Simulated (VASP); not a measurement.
# TaN (P1) in VASP: further runs

Runs on TaN. Level: LDA. Tasks: electric field gradients.

Everything below comes from runs of VASP 6.6.1. Logs are shortened: lines on timing, memory, paths and dates and some standing lists are left out, and cuts for length are marked.

## 1. The cell of the first run

The typed cell holds 2 atoms: a = 2.938 Å, b = 2.913 Å, c = 2.883 Å, α = 89.57°, β = 88.85°, γ = 119.13°.

## 2. Electric field gradients, LDA (equal xy, yz and zx shear strains of +2 %)

Contents of INCAR:

```
PREC = Accurate ; ENCUT = 520
EDIFF = 1E-8 ; ISMEAR = -1
SIGMA = 0.02 ; LREAL = F
LASPH = T ; NELM = 60
ALGO = Normal ; ISIF = 2
LWAVE = F ; LCHARG = F
LEFG = T ; NBANDS = 15
```

Contents of KPOINTS:

```
regular mesh
0
Gamma
  12 12 10
```

Contents of POSCAR:

```
TaN
1.0
    2.9379988584      0.0293799886      0.0293799886
   -1.4435556127      2.5296916534      0.0107538222
    0.0288300000      0.0288300000      2.8830000000
Ta N
1 1
Direct
    0.3333333333      0.6666666667      0.5000000000
    0.0000000000      0.0000000000      0.0000000000
```

Potentials or basis: VASP PAW LDA potentials, release 64 (Ta_pv, N).

Started as:

```
> cat potpaw_LDA.64/Ta_pv/POTCAR potpaw_LDA.64/N/POTCAR > POTCAR
> mpirun -np 1 vasp_std > vasp.out
```

OUTCAR:

```text
PREC = Accurate
   ENCUT = 520
   EDIFF = 1E-8
   ISMEAR = -1
   LREAL = F
   LASPH = T
   NELM = 60
   ISIF = 2

 ion  position               nearest neighbor table
   1  0.333  0.667  0.500-   2 2.20   2 2.21   2 2.21   2 2.22   2 2.25   2 2.27
   2  0.000  0.000  0.000-   1 2.20   1 2.21   1 2.21   1 2.22   1 2.25   1 2.27

  LATTYP: Found a triclinic cell.
 ALAT       =     5.0892721463
 B/A-ratio  =     0.5723042227
 C/A-ratio  =     0.5665423665
 COS(alpha) =     0.0074204947
 COS(beta)  =     0.0200959808
 COS(gamma) =     0.8635246262

  Lattice vectors:

 A1 = (   0.0508876330,   5.0887632954,   0.0508876330)
 A2 = (  -1.4435556127,   2.5296916534,   0.0107538222)
 A3 = (   0.0288300000,   0.0288300000,   2.8830000000)

Analysis of symmetry for initial positions (statically):
=====================================================================
 Subroutine PRICEL returns:
 Original cell was already a primitive cell.

 Routine SETGRP: Setting up the symmetry group for a
 triclinic supercell.

 Subroutine GETGRP returns: Found  1 space group operations
 (whereof  1 operations were pure point group operations)
 out of a pool of  2 trial point group operations.

The static configuration has the point symmetry C_1 .

Analysis of symmetry for dynamics (positions and initial velocities):
=====================================================================
 Subroutine PRICEL returns:
 Original cell was already a primitive cell.

 Routine SETGRP: Setting up the symmetry group for a
 triclinic supercell.

 Subroutine GETGRP returns: Found  1 space group operations
 (whereof  1 operations were pure point group operations)
 out of a pool of  2 trial point group operations.

The dynamic configuration has the point symmetry C_1 .

 Subroutine INISYM returns: Found  1 space group operations
 (whereof  1 operations are pure point group operations),
 and found     1 'primitive' translations

----------------------------------------------------------------------------------------

                                     Primitive cell

  volume of cell :      21.5451

  direct lattice vectors                    reciprocal lattice vectors
     2.937998858  0.029379989  0.029379989     0.338489099  0.193179676 -0.005316688
    -1.443555613  2.529691653  0.010753822    -0.003892086  0.393100642 -0.003892086
     0.028830000  0.028830000  2.883000000    -0.003434947 -0.003434947  0.346929608

  length of vectors
     2.938292644  2.912611940  2.883288286     0.389771118  0.393139176  0.346963615

  position of ions in fractional coordinates (direct lattice)
     0.333333333  0.666666667  0.500000000
     0.000000000  0.000000000  0.000000000

  ion indices of the primitive-cell ions
   primitive index   ion index
                 1           1
                 2           2

----------------------------------------------------------------------------------------

 KPOINTS: regular mesh

Automatic generation of k-mesh.
 Grid dimensions read from file:
 generate k-points for:   12   12   10

 Generating k-lattice:

  Cartesian coordinates                     Fractional coordinates (reciprocal lattice)
     0.028207425  0.016098306 -0.000443057     0.083333333 -0.000000000  0.000000000
    -0.000324340  0.032758387 -0.000324340     0.000000000  0.083333333  0.000000000
    -0.000343495 -0.000343495  0.034692961     0.000000000 -0.000000000  0.100000000

  Length of vectors
     0.032480927  0.032761598  0.034696362

  Shift w.r.t. Gamma in fractional coordinates (k-lattice)
     0.000000000  0.000000000  0.000000000

 Subroutine IBZKPT returns following result:
 ===========================================

 Found    724 irreducible k-points:

 Following reciprocal coordinates:
            Coordinates               Weight
  0.000000  0.000000  0.000000      1.000000
  0.083333 -0.000000  0.000000      2.000000
  0.166667 -0.000000  0.000000      2.000000
  0.250000 -0.000000  0.000000      2.000000
  0.333333 -0.000000  0.000000      2.000000
  0.416667 -0.000000  0.000000      2.000000
[... 16 lines left out ...]
  0.250000  0.166667 -0.000000      2.000000
  0.333333  0.166667  0.000000      2.000000
 [... further k-points ...]
   k-points           NKPTS =    724   k-points in BZ     NKDIM =    724   number of bands    NBANDS=     15
   number of dos      NEDOS =    301   number of ions     NIONS =      2
   total plane-waves  NPLWV =  13824
   dimension x,y,z NGX =    24 NGY =   24 NGZ =   24
   dimension x,y,z NGXF=    48 NGYF=   48 NGZF=   48
   ions per type =               1   1
   NGX,Y,Z   is equivalent  to a cutoff of  13.58, 13.70, 13.84 a.u.
   NGXF,Y,Z  is equivalent  to a cutoff of  27.16, 27.40, 27.68 a.u.
 SYSTEM =  unknown system
   PREC   = accura    normal or accurate (medium, high low for compatibility)
   ISTART =      0    job   : 0-new  1-cont  2-samecut
   ICHARG =      2    charge: 1-file 2-atom 10-const
   ISPIN  =      1    spin polarized calculation?
   LNONCOLLINEAR =      F non collinear calculations
   LSORBIT =      F    spin-orbit coupling
   LASPH  =      T    aspherical Exc in radial PAW
   ENCUT  =  520.0 eV  38.22 Ry    6.18 a.u.   5.46  5.42  5.36*2*pi/ulx,y,z
   NELM   =     60;   NELMIN=  2; NELMDL= -5     # of ELM steps
   EDIFF  = 0.1E-07   stopping-criterion for ELM
   LREAL  =      F    real-space projection
   EDIFFG = 0.1E-06   stopping-criterion for IOM
   NSW    =      0    number of steps for IOM
   IBRION =     -1    ionic relax: 0-MD 1-quasi-New 2-CG
   NFREE  =      0    steps in history (QN), initial steepest desc. (CG)
   ISIF   =      2    stress and relaxation
   ISYM   =      2    0-nonsym 1-usesym 2-fastsym
   POTIM  = 0.5000    time-step for ionic-motion
   TEBEG  =    0.0;   TEEND  =   0.0 temperature during run
   PSTRESS=    0.0 pullay stress
   NELECT =      16.0000    total number of electrons
   NUPDOWN=      -1.0000    fix difference up-down
   EMIN   =  10.00;   EMAX   =-10.00  energy-range for DOS
   EFERMI =   0.00;   METHOD = LEGACY
   ISMEAR =    -1;   SIGMA  =   0.02  broadening in eV -4-tet -1-fermi 0-gaus
   EFERMI_NEDOS =   21; number of points for ismear=-14 and -15
   IALGO  =     38    algorithm
   IMIX   =      4    mixing-type and parameters
     AMIX     =   0.40;   BMIX     =  1.00
     AMIX_MAG =   1.60;   BMIX_MAG =  1.00
  volume/ion in A,a.u.               =      10.77        72.70
  Fermi-wavevector in a.u.,A,eV,Ry     =   1.482513  2.801543 29.903488  2.197844
  Thomas-Fermi vector in A             =   2.596290
   LORBIT       =      0    0 simple, 1 ext, 2 COOP (PROOUT), +10 PAW based schemes
   GGA     = CA    functional components
   LHFCALC =     F    Hartree Fock is set to
   AEXX    =    0.0000 exact exchange contribution
   IVDW    =     0    specifies the selected vdW correction
   LEPSILON=     F    determine dielectric tensor
   LRPA    =     F    only Hartree local field effects (RPA)
 non-spin polarized calculation
  energy-cutoff  :      520.00
  volume of cell :       21.55
 maximum number of plane-waves:       598
 NGX is ok and might be reduce to    24
   NGX = 11   NGY = 11   NGZ = 11

 number of electron      16.0000001 magnetization

 Free energy of the ion-electron system (eV)
  ---------------------------------------------------
  ext. energy  EPLUGINS =         0.00000000
  ---------------------------------------------------
  free energy    TOTEN  =       -24.68301648 eV

  energy without entropy =      -24.68292508  energy(sigma->0) =      -24.68297078

 E-fermi :   8.1376     XC(G=0): -13.5835

 val. band max:        8.1228478517   @ k =   0.0833  -0.0833   0.4000
 cond. band min:       8.1487665323   @ k =  -0.0833   0.0833   0.4000
 fundamental gap:      0.0259186806
 Fermi energy:         8.1375550211

 k-point     1 :       0.0000    0.0000    0.0000
  band No.  band energies     occupation
      1     -26.5205      2.00000
      2     -26.2747      2.00000
      3     -26.2297      2.00000
      4      -9.4277      2.00000
      5       3.4319      2.00000
      6       3.6761      2.00000
      7       3.9333      2.00000
      8       5.2373      2.00000
      9      10.4292      0.00000
     10      11.4833      0.00000
     11      11.6929      0.00000
     12      12.1496      0.00000
     13      12.2086      0.00000
     14      20.4983      0.00000
     15      21.3179      0.00000
[... 397 lines left out ...]
 k-point    24 :       0.3333    0.1667    0.0000
  band No.  band energies     occupation
      1     -27.1611      2.00000
      2     -26.6174      2.00000
      3     -26.3787      2.00000
      4      -7.0803      2.00000
      5       0.2730      2.00000
      6       3.0324      2.00000
      7       3.5231      2.00000
      8       6.4612      2.00000
      9       9.9350      0.00000
     10      10.2763      0.00000
     11      12.4732      0.00000
     12      14.6967      0.00000
     13      17.2168      0.00000
     14      20.4881      0.00000
     15      20.9933      0.00000

 [... further k-points ...]
[... 5 lines left out ...]
  --------------------------------------------------------------------------------------
  -------------------------------------------------------------------------------------
  Total       -1.2315483     -1.1703957     -1.3822951     -0.5595198     -0.6259479     -0.6270220
  in kB      -91.5825950    -87.0350604   -102.7927000    -41.6080133    -46.5478540    -46.6277326
  external PRESSURE =     -93.8034518 kB  Pullay stress =       0.0000000 kB

 VOLUME and BASIS-vectors are now :
 -----------------------------------------------------------------------------
  energy-cutoff  :      520.00
  volume of cell :       21.55
      direct lattice vectors                 reciprocal lattice vectors
     2.937998858  0.029379989  0.029379989     0.338489099  0.193179676 -0.005316688
    -1.443555613  2.529691653  0.010753822    -0.003892086  0.393100642 -0.003892086
     0.028830000  0.028830000  2.883000000    -0.003434947 -0.003434947  0.346929608

 POSITION                                       TOTAL-FORCE (eV/Angst)
 -----------------------------------------------------------------------------------
      0.03138      1.71067      1.45846         0.007073     -0.001776     -0.020231
      0.00000      0.00000      0.00000        -0.007073      0.001776      0.020231
 -----------------------------------------------------------------------------------
    total drift:                                0.000219      0.000062      0.000020

  FREE ENERGIE OF THE ION-ELECTRON SYSTEM (eV)
  ---------------------------------------------------
  free  energy   TOTEN  =       -24.6830164764 eV

  energy  without entropy=      -24.6829250844  energy(sigma->0) =      -24.68297078

 Electric field gradients (V/A^2)
---------------------------------------------------------------------
 ion       V_xx      V_yy      V_zz      V_xy      V_xz      V_yz
---------------------------------------------------------------------
   1      -9.002    -8.727    17.729    25.325    45.788    45.862
   2       0.007    -0.045     0.038     1.799     2.481     2.481
---------------------------------------------------------------------

 Electric field gradients after diagonalization (V/A^2)
 (convention: |V_zz| > |V_xx| > |V_yy|)
----------------------------------------------------------------------
 ion       V_xx      V_yy      V_zz     asymmetry (V_yy - V_xx)/ V_zz
----------------------------------------------------------------------
   1     -47.715   -34.190    81.905       0.165
   2      -2.707    -1.817     4.524       0.197
----------------------------------------------------------------------

           NMR quadrupolar parameters

 Cq : quadrupolar parameter    Cq=e*Q*V_zz/h
 eta: asymmetry parameters     (V_yy - V_xx)/ V_zz
 Q  : nuclear electric quadrupole moment in mb (millibarn)
----------------------------------------------------------------------
 ion       Cq(MHz)       eta       Q (mb)
----------------------------------------------------------------------
   1       0.198       0.165       1.000
   2       0.011       0.197       1.000
----------------------------------------------------------------------
```

It took 2.3 min on 1 thread of Intel Xeon 8259CL, shared host; peak memory 0.33 GiB.

Results:

```yaml
Free_energy: -24.6830 eV
Pressure: -9.4 GPa
Largest_force: 0.022 eV/Å
Band_gap_on_the_k_mesh: zero (bands 8 and 9 overlap by 0.25 eV)
Largest_electric_field_gradient_by_atom: Ta +81.9; N +4.5 V/Å²
```

Forces in eV/Å, atoms in the order of the input:
```
Ta   0.007 -0.002 -0.020
N   -0.007  0.002  0.020
```

Levels at points of the mesh, in eV from the Fermi level:
| k point | band 4 | band 5 | band 6 | band 7 | band 8 | band 9 | band 10 | band 11 | band 12 | band 13 |
| --- | --- | --- | --- | --- | --- | --- | --- | --- | --- | --- |
| (0.00, 0.00, 0.00) | -17.57 | -4.71 | -4.46 | -4.20 | -2.90 | 2.29 | 3.35 | 3.56 | 4.01 | 4.07 |
| (0.50, 0.00, 0.00) | -15.25 | -8.29 | -5.22 | -3.52 | -3.07 | 3.01 | 4.04 | 5.16 | 5.24 | 7.52 |
| (0.00, 0.50, 0.00) | -15.21 | -8.27 | -5.22 | -3.49 | -3.15 | 2.86 | 4.04 | 5.10 | 5.30 | 7.56 |
| (0.50, 0.50, 0.00) | -15.18 | -8.24 | -5.22 | -3.47 | -3.23 | 2.72 | 4.06 | 5.08 | 5.34 | 7.59 |
| (0.00, 0.00, 0.50) | -14.84 | -9.33 | -3.81 | -3.72 | -0.35 | 0.07 | 2.37 | 3.18 | 3.36 | 8.29 |
| (0.50, 0.00, 0.50) | -15.56 | -7.31 | -6.15 | -5.59 | -0.41 | 4.20 | 5.22 | 5.98 | 7.01 | 9.97 |
| (0.00, 0.50, 0.50) | -15.55 | -7.32 | -6.16 | -5.71 | -0.30 | 4.16 | 5.25 | 6.05 | 7.01 | 10.16 |
| (0.50, 0.50, 0.50) | -15.53 | -7.34 | -6.17 | -5.83 | -0.19 | 4.12 | 5.35 | 6.07 | 7.01 | 10.33 |

Electric field gradients, principal values (V/Å²):
```csv
atom,least,middle,greatest (by size)
1 Ta,-34.190,-47.715,81.905
2 N,-1.817,-2.707,4.524
```

Caveat: the cell differs from its parent crystal (equal xy, yz and zx shear strains of +2 %); the cell stands under tension; without QUAD_EFG the Cq values of the log hold for a quadrupole moment of 1 mb, not for the nuclei; spin-orbit coupling is left out, which moves the levels of the heavy elements.

(Part 1 of 2 ends here.)

The gap in the log of VASP goes by the Fermi energy; the results here count the filled bands.